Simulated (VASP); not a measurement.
Wanted: the native input for a VASP 6.6.1 run.

| Property | Result |
| --- | --- |
| Task | single point |
| Functional | r2SCAN |
| Potentials or basis | VASP PAW PBE potentials, release 64 (Mg, S) |
| Cutoff | 660 eV |
| k mesh | 6 × 6 × 4 |
| Occupations | gaussian, width 0.02 eV |
| Spin | no spin polarisation |
| Dipole correction | no |
| Further INCAR settings | ALGO = Normal; EDIFF = 1e-06; NBANDS = 16 |

Crystal: MgS.

```
CELL_PARAMETERS angstrom
4.03462 -0.04035 0.00000
-2.05225 3.51426 0.00000
0.00000 0.00000 6.43229
ATOMIC_POSITIONS crystal
Mg 0.66667 0.33333 0.49575
Mg 0.33333 0.66667 0.99575
S 0.33333 0.66667 0.37924
S 0.66667 0.33333 0.87924
```

One way to write it, as run:

POSCAR

```
MgS
1.0
    4.0346224100     -0.0403462241      0.0000000000
   -2.0522520550      3.5142586120      0.0000000000
    0.0000000000      0.0000000000      6.4322941800
Mg S
2 2
Direct
    0.6666666667      0.3333333333      0.4957548500
    0.3333333333      0.6666666667      0.9957548500
    0.3333333333      0.6666666667      0.3792441500
    0.6666666667      0.3333333333      0.8792441500
```

INCAR.step1

```
PREC     = Accurate       # precision mode
ENCUT    = 660            # plane-wave cutoff, eV
ISMEAR   = 0              # smearing method
SIGMA    = 0.02           # smearing width, eV
LREAL    = F              # projectors in reciprocal space
LASPH    = T              # aspherical terms in the spheres
NELM     = 120            # most SCF steps
NBANDS   = 16             # bands
GGA      = PE             # functional
ALGO     = Normal         # electronic algorithm
EDIFF    = 1E-5           # SCF threshold, eV
LWAVE    = T              # write WAVECAR
LCHARG   = F              # write CHGCAR
GGA_COMPAT= F
```

INCAR.step2

```
PREC     = Accurate       # precision mode
ENCUT    = 660            # plane-wave cutoff, eV
EDIFF    = 1E-6           # SCF threshold, eV
ISMEAR   = 0              # smearing method
SIGMA    = 0.02           # smearing width, eV
LREAL    = F              # projectors in reciprocal space
LASPH    = T              # aspherical terms in the spheres
NELM     = 120            # most SCF steps
ALGO     = Normal         # electronic algorithm
ISIF     = 2              # what is computed and relaxed
LWAVE    = F              # write WAVECAR
LCHARG   = F              # write CHGCAR
METAGGA  = R2SCAN         # meta-GGA
LMIXTAU  = T            
NBANDS   = 16             # bands
ISTART   = 1            
GGA_COMPAT= F
```

KPOINTS

```
regular mesh
0
Gamma
  6 6 4
```

Potentials or basis: VASP PAW PBE potentials, release 64 (Mg, S).

The run is started by

```sh
$ cat potpaw_PBE.64/Mg/POTCAR potpaw_PBE.64/S/POTCAR > POTCAR
$ cp INCAR.step1 INCAR
$ mpirun -np 1 vasp_std > vasp.out
$ cp INCAR.step2 INCAR
$ mpirun -np 1 vasp_std > vasp.out
```

It gave:

| Property | Result |
| --- | --- |
| Pressure | -0.2 GPa |
| Largest force | 0.139 eV/Å |
| Band gap on the k mesh | 4.10 eV |

Caveat: the PAW data sets were made with another functional, which shifts forces and pressure a little.

Run time: 8.1 min on 1 thread of Intel Xeon 8259CL, on a shared host, peak memory 0.35 GiB.
